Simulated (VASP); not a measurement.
# Ti (I4/mmm) in VASP: a series of runs, part 2 of 2

VASP 6.6.1.

### Step 4. Single point, PBE (18.77 Å³/atom)

The input, INCAR:

```
ALGO = Fast ; EDIFF = 1E-6
ENCUT = 520 ; GGA = PE
ISIF = 2 ; ISMEAR = 0
LASPH = T ; LCHARG = F
LREAL = F ; LWAVE = F
NBANDS = 12 ; NELM = 80
PREC = Accurate ; SIGMA = 0.15
```

The input, KPOINTS:

```
k-points
0
Gamma
  20 20 20
```

The input, POSCAR:

```
Ti
1.0
    0.0000000000      2.0034573162      2.3380346881
    2.0034573162      0.0000000000      2.3380346881
    2.0034573162      2.0034573162      0.0000000000
Ti
1
Direct
    0.0000000000      0.0000000000      0.0000000000
```

Potentials or basis: VASP PAW PBE potentials, release 64 (Ti_sv).

Launch:

```
> cat potpaw_PBE.64/Ti_sv/POTCAR > POTCAR
> mpirun -np 1 vasp_std > vasp.out
```

OUTCAR:

```text
EDIFF = 1E-6
   ENCUT = 520
   GGA = PE
   ISIF = 2
   ISMEAR = 0
   LASPH = T
   LREAL = F
   NELM = 80
   PREC = Accurate

 ion  position               nearest neighbor table
   1  0.000  0.000  0.000-

  LATTYP: Found a body centered tetragonal cell.
 ALAT       =     2.8333165082
 C/A-ratio  =     1.6503872274

  Lattice vectors:

 A1 = (  -2.0034573162,   0.0000000000,   2.3380346881)
 A2 = (   2.0034573162,   0.0000000000,   2.3380346881)
 A3 = (   0.0000000000,   2.0034573162,  -2.3380346881)

Analysis of symmetry for initial positions (statically):
=====================================================================
 Subroutine PRICEL returns:
 Original cell was already a primitive cell.

 Routine SETGRP: Setting up the symmetry group for a
 body centered tetragonal supercell.

 Subroutine GETGRP returns: Found 16 space group operations
 (whereof 16 operations were pure point group operations)
 out of a pool of 16 trial point group operations.

The static configuration has the point symmetry D_4h.

Analysis of symmetry for dynamics (positions and initial velocities):
=====================================================================
 Subroutine PRICEL returns:
 Original cell was already a primitive cell.

 Routine SETGRP: Setting up the symmetry group for a
 body centered tetragonal supercell.

 Subroutine GETGRP returns: Found 16 space group operations
 (whereof 16 operations were pure point group operations)
 out of a pool of 16 trial point group operations.

The dynamic configuration has the point symmetry D_4h.

 Subroutine INISYM returns: Found 16 space group operations
 (whereof 16 operations are pure point group operations),
 and found     1 'primitive' translations

----------------------------------------------------------------------------------------

                                     Primitive cell

  volume of cell :      18.7690

[... 112 lines left out ...]
   LHFCALC =     F    Hartree Fock is set to
   AEXX    =    0.0000 exact exchange contribution
   IVDW    =     0    specifies the selected vdW correction
   LEPSILON=     F    determine dielectric tensor
   LRPA    =     F    only Hartree local field effects (RPA)
 non-spin polarized calculation
 RMM-DIIS sequential band-by-band and
 Gauss-broadening in eV      SIGMA  =   0.15
  energy-cutoff  :      520.00
  volume of cell :       18.77
 maximum number of plane-waves:       521
   NGX = 11   NGY = 11   NGZ = 11

 number of electron      11.9999998 magnetization

 Free energy of the ion-electron system (eV)
  ---------------------------------------------------
  ext. energy  EPLUGINS =         0.00000000
  ---------------------------------------------------
  free energy    TOTEN  =        -7.72331472 eV

  energy without entropy =       -7.69787923  energy(sigma->0) =       -7.71059698

 E-fermi :   7.3617     XC(G=0): -11.1360

 val. band max:        7.3598372168   @ k =   0.4500   0.3500   0.1000
 cond. band min:       7.3627469709   @ k =  -0.4500   0.4000   0.1000
 fundamental gap:      0.0029097541
 Fermi energy:         7.3616967013

 k-point     1 :       0.0000    0.0000    0.0000
  band No.  band energies     occupation
      1     -49.4343      2.00000
      2     -25.3895      2.00000
      3     -25.3502      2.00000
      4     -25.3502      2.00000
      5       1.5322      2.00000
      6       7.5088      0.16544
      7       8.7237      0.00000
      8       8.7237      0.00000
      9       8.9044      0.00000
     10      10.2868      0.00000
     11      22.5900      0.00000
     12      24.3475      0.00000
[... 331 lines left out ...]
 k-point    24 :      -0.3500    0.0500    0.0000
  band No.  band energies     occupation
      1     -49.3527      2.00000
      2     -25.8378      2.00000
      3     -25.4749      2.00000
      4     -25.3582      2.00000
      5       4.6307      2.00000
      6       7.3692      0.94390
      7       7.7575      0.00019
      8       8.8746      0.00000
      9      10.1456      0.00000
     10      10.5731      0.00000
     11      16.5012      0.00000
     12      21.0396      0.00000

 [... further k-points ...]

------------------------ aborting loop because EDIFF is reached ----------------------------------------

  FORCE on cell =-STRESS in cart. coord.  units (eV):
  Direction    XX          YY          ZZ          XY          YZ          ZX
  --------------------------------------------------------------------------------------
  -------------------------------------------------------------------------------------
  Total       -0.6884784     -0.6884784     -1.2949471      0.0000000      0.0000000      0.0000000
  in kB      -58.7705532    -58.7705532   -110.5405117      0.0000000      0.0000000      0.0000000
  external PRESSURE =     -76.0272061 kB  Pullay stress =       0.0000000 kB

 VOLUME and BASIS-vectors are now :
 -----------------------------------------------------------------------------
  energy-cutoff  :      520.00
  volume of cell :       18.77
      direct lattice vectors                 reciprocal lattice vectors
     0.000000000  2.003457316  2.338034688    -0.249568581  0.249568581  0.213854825
     2.003457316  0.000000000  2.338034688     0.249568581 -0.249568581  0.213854825
     2.003457316  2.003457316  0.000000000     0.249568581  0.249568581 -0.213854825

 POSITION                                       TOTAL-FORCE (eV/Angst)
 -----------------------------------------------------------------------------------
      0.00000      0.00000      0.00000        -0.000000      0.000000     -0.000000
 -----------------------------------------------------------------------------------
    total drift:                               -0.000000     -0.000000     -0.000000

  FREE ENERGIE OF THE ION-ELECTRON SYSTEM (eV)
  ---------------------------------------------------
  free  energy   TOTEN  =        -7.7233147162 eV

  energy  without entropy=       -7.6978792344  energy(sigma->0) =       -7.71059698
```

Wall time 2.1 min (1 thread of AMD EPYC 9R45 (Zen 5), shared host); peak memory 0.22 GiB.

What came out:

| Item | Value |
| --- | --- |
| Free energy | -7.7233 eV |
| Pressure | -7.6 GPa |
| Band gap on the k mesh | zero (bands 6 and 7 overlap by 1.28 eV) |

Stress tensor (GPa, compression positive):
```
 -5.88   0.00   0.00
  0.00  -5.88   0.00
  0.00   0.00 -11.05
```

Caveat: the stress differs along the axes, from -11 to -6 GPa.

### Step 5. Single point, PBE (18.77 Å³/atom)

The input, INCAR:

```
SYSTEM = Ti
  ALGO = Fast
  EDIFF = 1E-6
  ENCUT = 520
  GGA = PE
  ISIF = 2
  ISMEAR = 0
  LASPH = .TRUE.
  LCHARG = .FALSE.
  LREAL = .FALSE.
  LWAVE = .FALSE.
  NBANDS = 12
  NELM = 100
  PREC = Accurate
  SIGMA = 0.15
```

The input, KPOINTS:

```
k-points
0
G
  20 20 20
  0 0 0
```

The input, POSCAR:

```
Ti
1.0
    0.0000000000      2.1642808911      2.0034748208
    2.1642808911      0.0000000000      2.0034748208
    2.1642808911      2.1642808911      0.0000000000
Ti
1
Direct
    0.0000000000      0.0000000000      0.0000000000
```

Launch:

```
> cat potpaw_PBE.64/Ti_sv/POTCAR > POTCAR
> mpirun -np 1 vasp_std > vasp.out
```

It took 2.1 min on 1 thread of AMD EPYC 9R45 (Zen 5), shared host; peak memory 0.22 GiB.

Results (log left out):

| Quantity | Value |
| --- | --- |
| Free energy | -7.7464 eV |
| Pressure | -7.5 GPa |
| Band gap on the k mesh | zero (bands 6 and 7 overlap by 1.29 eV) |

Stress tensor (GPa, compression positive):
```
-8.27  0.00  0.00
 0.00 -8.27  0.00
 0.00  0.00 -5.97
```

Levels at points of the mesh, in eV from the Fermi level:
```tsv
k point	band 3	band 4	band 5	band 6	band 7	band 8	band 9	band 10
(0.00, 0.00, 0.00)	-32.78	-32.77	-5.89	0.69	0.69	1.20	1.98	2.56
(0.50, 0.00, 0.00)	-32.87	-32.81	-2.40	0.44	0.50	1.07	3.11	3.38
(0.50, 0.50, 0.00)	-33.00	-33.00	-2.25	-1.60	3.24	3.48	3.50	3.50
(0.50, 0.00, 0.50)	-32.96	-32.90	-2.32	-1.41	2.11	3.21	3.29	3.65
```

Caveat: the cell stands under tension.

### Step 6. Summary

```csv
cell,gap on the mesh (eV),pressure (GPa)
"a = 2.908, b = 2.908, c = 3.481 Å, angles 53.2, 53.2, 73.5°, 1 atom",none,-7.8
"a = 2.925, b = 2.925, c = 3.141 Å, angles 57.5, 57.5, 65.0°, 1 atom",none,-7.4
"a = 3.079, b = 3.079, c = 2.833 Å, angles 62.6, 62.6, 54.8°, 1 atom",none,-7.6
"a = 2.949, b = 2.949, c = 3.061 Å, angles 58.7, 58.7, 62.5°, 1 atom",none,-7.5
```

Alike in all rows: task single point; level PBE; potentials or basis VASP PAW PBE potentials, release 64 (Ti_sv); no spin polarisation; k mesh 20 × 20 × 20; cutoff (eV) 520; smearing gaussian 0.15 eV.

Caveats: the cell stands under tension (at least some runs); the stress differs along the axes, from -11 to -6 GPa (at least some runs).

Total energies depend on the potentials used, so only differences within one code and one set of settings carry meaning.
